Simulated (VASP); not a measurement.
# SnO (P6_3mc) in VASP: relaxation of cell and atoms with r2SCAN

Aim: the relaxation of cell and atoms of SnO with r2SCAN.

All numbers are computed with VASP 6.6.1; they aren't measurements. Logs are shortened: lines on timing, memory, paths and dates and some standing lists are left out, and cuts for length are marked.

## Step 1: The cell of the first run

The structure is hexagonal, space group P6_3mc (No. 186). Conventional cell: a = 3.298 Å, b = 3.298 Å, c = 9.146 Å, α = 90.00°, β = 90.00°, γ = 120.00°. Within 2.9 Å of Sn (site symmetry 3m) lie 3 O at 2.16 Å. O (site symmetry 3m) has 3 Sn at 2.16 Å within 2.9 Å.

## Step 2: Relaxation of cell and atoms, r2SCAN

Input file POSCAR:

```
SnO
1.0
    3.2979101338      0.0000000000      0.0000000000
   -1.6489550669      2.8560739553      0.0000000000
    0.0000000000      0.0000000000      9.1463502835
Sn O
2 2
Direct
    0.0000000000      0.0000000000     -0.0062153349
    0.3333333333      0.6666666667      0.4937846651
    0.0000000000      0.0000000000      0.3812158348
    0.3333333333      0.6666666667      0.8812158348
```

Input file INCAR.step1:

```
SYSTEM = SnO
  ALGO = Normal
  EDIFF = 1E-4
  ENCUT = 600
  GGA = PE
  ISMEAR = 0
  LASPH = .TRUE.
  LCHARG = .FALSE.
  LREAL = .FALSE.
  LWAVE = .TRUE.
  NELM = 80
  PREC = Accurate
  SIGMA = 0.02
```

Input file INCAR.step2:

```
SYSTEM = SnO
  ALGO = Normal
  EDIFF = 1E-6
  EDIFFG = -0.01
  ENCUT = 600
  IBRION = 2
  ISIF = 3
  ISMEAR = 0
  ISTART = 1
  LASPH = .TRUE.
  LCHARG = .FALSE.
  LMIXTAU = .TRUE.
  LREAL = .FALSE.
  LWAVE = .FALSE.
  METAGGA = R2SCAN
  NELM = 80
  NSW = 80
  PREC = Accurate
  SIGMA = 0.02
```

Input file KPOINTS:

```
k-points
0
G
  12 12 4
  0 0 0
```

Potentials or basis: VASP PAW PBE potentials, release 64 (Sn_d, O).

Started as:

```sh
$ cat potpaw_PBE.64/Sn_d/POTCAR potpaw_PBE.64/O/POTCAR > POTCAR
$ cp INCAR.step1 INCAR
$ mpirun -np 1 vasp_std > vasp.out
$ cp INCAR.step2 INCAR
$ mpirun -np 1 vasp_std > vasp.out
```

OUTCAR:

```text
SYSTEM = SnO
   EDIFF = 1E-6
   EDIFFG = -0.01
   ENCUT = 600
   IBRION = 2
   ISIF = 3
   ISMEAR = 0
   ISTART = 1
   LASPH = .TRUE.
   LREAL = .FALSE.
   METAGGA = R2SCAN
   NELM = 80
   NSW = 80
   PREC = Accurate

 ion  position               nearest neighbor table
   1  0.000  0.000  0.994-   4 2.16   4 2.16   4 2.16
   2  0.333  0.667  0.494-   3 2.16   3 2.16   3 2.16
   3  0.000  0.000  0.381-   2 2.16   2 2.16   2 2.16
   4  0.333  0.667  0.881-   1 2.16   1 2.16   1 2.16

  LATTYP: Found a hexagonal cell.
 ALAT       =     3.2979101338
 C/A-ratio  =     2.7733776581

  Lattice vectors:

 A1 = (   3.2979101338,   0.0000000000,   0.0000000000)
 A2 = (  -1.6489550669,   2.8560739553,   0.0000000000)
 A3 = (   0.0000000000,   0.0000000000,   9.1463502835)

Analysis of symmetry for initial positions (statically):
=====================================================================
 Subroutine PRICEL returns:
 Original cell was already a primitive cell.

 Routine SETGRP: Setting up the symmetry group for a
 hexagonal supercell.

 Subroutine GETGRP returns: Found 12 space group operations
 (whereof  6 operations were pure point group operations)
 out of a pool of 24 trial point group operations.

The static configuration has the point symmetry C_3v.
 The point group associated with its full space group is C_6v.

Analysis of symmetry for dynamics (positions and initial velocities):
=====================================================================
 Subroutine PRICEL returns:
 Original cell was already a primitive cell.

 Routine SETGRP: Setting up the symmetry group for a
 hexagonal supercell.

 Subroutine GETGRP returns: Found 12 space group operations
 (whereof  6 operations were pure point group operations)
 out of a pool of 24 trial point group operations.

The dynamic configuration has the point symmetry C_3v.
 The point group associated with its full space group is C_6v.

 Subroutine INISYM returns: Found 12 space group operations
 (whereof  6 operations are pure point group operations),
 and found     1 'primitive' translations

----------------------------------------------------------------------------------------

                                     Primitive cell

  volume of cell :      86.1502

  direct lattice vectors                    reciprocal lattice vectors
     3.297910134  0.000000000  0.000000000     0.303222332  0.175065495  0.000000000
    -1.648955067  2.856073955  0.000000000     0.000000000  0.350130989  0.000000000
     0.000000000  0.000000000  9.146350284     0.000000000  0.000000000  0.109333228

  length of vectors
     3.297910134  3.297910134  9.146350284     0.350130989  0.350130989  0.109333228

  position of ions in fractional coordinates (direct lattice)
     0.000000000  0.000000000  0.993784665
     0.333333333  0.666666667  0.493784665
     0.000000000  0.000000000  0.381215835
     0.333333333  0.666666667  0.881215835

  ion indices of the primitive-cell ions
   primitive index   ion index
                 1           1
                 2           2
                 3           3
                 4           4

----------------------------------------------------------------------------------------

 KPOINTS: k-points

Automatic generation of k-mesh.
 Grid dimensions read from file:
 generate k-points for:   12   12    4

 Generating k-lattice:

  Cartesian coordinates                     Fractional coordinates (reciprocal lattice)
     0.025268528  0.014588791  0.000000000     0.083333333  0.000000000  0.000000000
     0.000000000  0.029177582  0.000000000     0.000000000  0.083333333  0.000000000
     0.000000000  0.000000000  0.027333307     0.000000000  0.000000000  0.250000000

  Length of vectors
     0.029177582  0.029177582  0.027333307

  Shift w.r.t. Gamma in fractional coordinates (k-lattice)
     0.000000000  0.000000000  0.000000000

 Subroutine IBZKPT returns following result:
 ===========================================

 Found     57 irreducible k-points:

 Following reciprocal coordinates:
            Coordinates               Weight
  0.000000  0.000000  0.000000      1.000000
  0.083333  0.000000  0.000000      6.000000
  0.166667  0.000000  0.000000      6.000000
  0.250000  0.000000  0.000000      6.000000
  0.333333  0.000000  0.000000      6.000000
  0.416667  0.000000  0.000000      6.000000
[... 16 lines left out ...]
  0.250000  0.000000  0.250000     12.000000
  0.333333  0.000000  0.250000     12.000000
 [... further k-points ...]
   k-points           NKPTS =     57   k-points in BZ     NKDIM =     57   number of bands    NBANDS=     24
   number of dos      NEDOS =    301   number of ions     NIONS =      4
   total plane-waves  NPLWV =  62720
   dimension x,y,z NGX =    28 NGY =   28 NGZ =   80
   dimension x,y,z NGXF=    56 NGYF=   56 NGZF=  160
   ions per type =               2   2
   NGX,Y,Z   is equivalent  to a cutoff of  14.11, 14.11, 14.54 a.u.
   NGXF,Y,Z  is equivalent  to a cutoff of  28.23, 28.23, 29.08 a.u.
 SYSTEM =  SnO
   PREC   = accura    normal or accurate (medium, high low for compatibility)
   ISTART =      1    job   : 0-new  1-cont  2-samecut
   ICHARG =      0    charge: 1-file 2-atom 10-const
   ISPIN  =      1    spin polarized calculation?
   LNONCOLLINEAR =      F non collinear calculations
   LSORBIT =      F    spin-orbit coupling
   LASPH  =      T    aspherical Exc in radial PAW
   ENCUT  =  600.0 eV  44.10 Ry    6.64 a.u.   6.59  6.59 18.27*2*pi/ulx,y,z
   NELM   =     80;   NELMIN=  2; NELMDL=  0     # of ELM steps
   EDIFF  = 0.1E-05   stopping-criterion for ELM
   LREAL  =      F    real-space projection
   EDIFFG = -.1E-01   stopping-criterion for IOM
   NSW    =     80    number of steps for IOM
   IBRION =      2    ionic relax: 0-MD 1-quasi-New 2-CG
   NFREE  =      1    steps in history (QN), initial steepest desc. (CG)
   ISIF   =      3    stress and relaxation
   ISYM   =      2    0-nonsym 1-usesym 2-fastsym
   POTIM  = 0.5000    time-step for ionic-motion
   TEBEG  =    0.0;   TEEND  =   0.0 temperature during run
   PSTRESS=    0.0 pullay stress
   NELECT =      40.0000    total number of electrons
   NUPDOWN=      -1.0000    fix difference up-down
   EMIN   =  10.00;   EMAX   =-10.00  energy-range for DOS
   EFERMI =   0.00;   METHOD = LEGACY
   ISMEAR =     0;   SIGMA  =   0.02  broadening in eV -4-tet -1-fermi 0-gaus
   EFERMI_NEDOS =   21; number of points for ismear=-14 and -15
   IALGO  =     38    algorithm
   IMIX   =      4    mixing-type and parameters
     AMIX     =   0.40;   BMIX     =  1.00
     AMIX_MAG =   1.60;   BMIX_MAG =  1.00
  volume/ion in A,a.u.               =      21.54       145.34
  Fermi-wavevector in a.u.,A,eV,Ry     =   1.267679  2.395567 21.864716  1.607011
  Thomas-Fermi vector in A             =   2.400815
   LORBIT       =      0    0 simple, 1 ext, 2 COOP (PROOUT), +10 PAW based schemes
   METAGGA = R2SCAN    functional components
   LHFCALC =     F    Hartree Fock is set to
   AEXX    =    0.0000 exact exchange contribution
   IVDW    =     0    specifies the selected vdW correction
   LEPSILON=     F    determine dielectric tensor
   LRPA    =     F    only Hartree local field effects (RPA)
 conjugate gradient relaxation of ions
 non-spin polarized calculation
 Gauss-broadening in eV      SIGMA  =   0.02
  energy-cutoff  :      600.00
  volume of cell :       86.15
 maximum number of plane-waves:      2935
 NGX is ok and might be reduce to    28
   NGX = 13   NGY = 13   NGZ = 37

--------------------------------------- Ionic step        1  -------------------------------------------

 number of electron      40.0000001 magnetization

 Free energy of the ion-electron system (eV)
  ---------------------------------------------------
  ext. energy  EPLUGINS =         0.00000000
  ---------------------------------------------------
  free energy    TOTEN  =       -65.35701107 eV

  energy without entropy =      -65.35701107  energy(sigma->0) =      -65.35701107

------------------------ aborting loop because EDIFF is reached ----------------------------------------

  FORCE on cell =-STRESS in cart. coord.  units (eV):
  Direction    XX          YY          ZZ          XY          YZ          ZX
  --------------------------------------------------------------------------------------
  -------------------------------------------------------------------------------------
  Total        0.3078428      0.3078428      0.2144807      0.0000000      0.0000000      0.0000000
  in kB        5.7251047      5.7251047      3.9888038      0.0000000      0.0000000      0.0000000
  external PRESSURE =       5.1463377 kB  Pullay stress =       0.0000000 kB
[... 289 lines left out ...]
  energy  without entropy=      -65.3587511518  energy(sigma->0) =      -65.35875115

--------------------------------------- Ionic step        9  -------------------------------------------

 number of electron      40.0000003 magnetization

 Free energy of the ion-electron system (eV)
  ---------------------------------------------------
  ext. energy  EPLUGINS =         0.00000000
  ---------------------------------------------------
  free energy    TOTEN  =       -65.35877522 eV

  energy without entropy =      -65.35877522  energy(sigma->0) =      -65.35877522

 E-fermi :   3.9377     XC(G=0):  -9.6741

 val. band max:        3.8246758009   @ k =   0.3333   0.3333   0.0000
 cond. band min:       5.4078226250   @ k =   0.5000   0.0000   0.0000
 fundamental gap:      1.5831468241
 Fermi energy:         3.9376819767

 k-point     1 :       0.0000    0.0000    0.0000
  band No.  band energies     occupation
      1     -17.7393      2.00000
      2     -17.7393      2.00000
      3     -17.7392      2.00000
      4     -17.7392      2.00000
      5     -17.7313      2.00000
      6     -17.7242      2.00000
[... 637 lines left out ...]
     23       8.9392      0.00000
     24       9.5720      0.00000

 [... further k-points ...]

------------------------ aborting loop because EDIFF is reached ----------------------------------------

  FORCE on cell =-STRESS in cart. coord.  units (eV):
  Direction    XX          YY          ZZ          XY          YZ          ZX
  --------------------------------------------------------------------------------------
  -------------------------------------------------------------------------------------
  Total       -0.0245510     -0.0245510     -0.0151710      0.0000000      0.0000000      0.0000000
  in kB       -0.4584784     -0.4584784     -0.2833102      0.0000000      0.0000000      0.0000000
  external PRESSURE =      -0.4000890 kB  Pullay stress =       0.0000000 kB
[... 19 lines left out ...]
  FREE ENERGIE OF THE ION-ELECTRON SYSTEM (eV)
  ---------------------------------------------------
  free  energy   TOTEN  =       -65.3587752233 eV

  energy  without entropy=      -65.3587752233  energy(sigma->0) =      -65.35877522

 reached required accuracy - stopping structural energy minimisation
```

Run time: 77 min. Hardware: 1 thread of Oxide Virtual Turin-like, shared host; peak memory 0.32 GiB.

What came out:

* Free energy: -65.3588 eV
* Relaxed volume: 21.45 Å³/atom
* Relaxed cell: a = 3.303 Å, b = 3.303 Å, c = 9.080 Å, α = 90.00°, β = 90.00°, γ = 120.00°
* Space group after relaxing (to 0.1 Å): P6_3mc (No. 186)
* Energy gained by relaxing: 0.4 meV/atom
* Ionic steps: 9
* Pressure after relaxing: 0.0 GPa
* Band gap on the k mesh: 1.58 eV (least direct gap 1.82 eV)

Forces in eV/Å, atoms in the order of the input:
```
Sn   0.000  0.000 -0.002
Sn   0.000  0.000 -0.002
O    0.000  0.000  0.002
O    0.000  0.000  0.002
```

Step by step:
```csv
step,energy change (eV),largest force (eV/Å),pressure (GPa),volume (Å³)
1,0.0000,0.1198,0.51,86.15
2,0.0001,0.0965,-0.62,87.02
3,-0.0014,0.0137,-0.06,86.57
4,-0.0014,0.0109,-0.06,86.49
5,-0.0016,0.0006,-0.02,86.24
6,-0.0016,0.0050,-0.01,86.12
7,-0.0016,0.0002,0.01,86.04
8,-0.0017,0.0137,0.06,85.79
9,-0.0018,0.0024,-0.04,85.79
```

Final structure:
```xyz
4
Lattice="3.3031 0.0000 0.0000 -1.6515 2.8605 0.0000 0.0000 0.0000 9.0802" Properties=species:S:1:pos:R:3 pbc="T T T"
Sn    3.3031    0.0000    9.0325
Sn    0.0000    1.9070    4.4924
O     0.0000    0.0000    3.4528
O     0.0000    1.9070    7.9930
```

Levels at points of the mesh, in eV from the valence-band top:
```
           k point  band 17  band 18  band 19  band 20  band 21  band 22  band 23  band 24
(0.00, 0.00, 0.00)    -2.81    -2.81    -2.34    -1.03     1.67     3.14     8.14     9.12
(0.50, 0.00, 0.00)    -3.65    -3.61    -0.83    -0.24     1.58     1.79     5.87     6.70
(0.00, 0.00, 0.50)    -2.82    -2.82    -1.73    -1.73     2.42     2.42     9.17     9.17
(0.50, 0.00, 0.50)    -3.63    -3.63    -0.60    -0.60     1.77     1.77     6.22     6.22
```

Caveat: the PAW data sets were made with another functional, which shifts forces and pressure a little; spin-orbit coupling is left out, which moves the levels of the heavy elements.
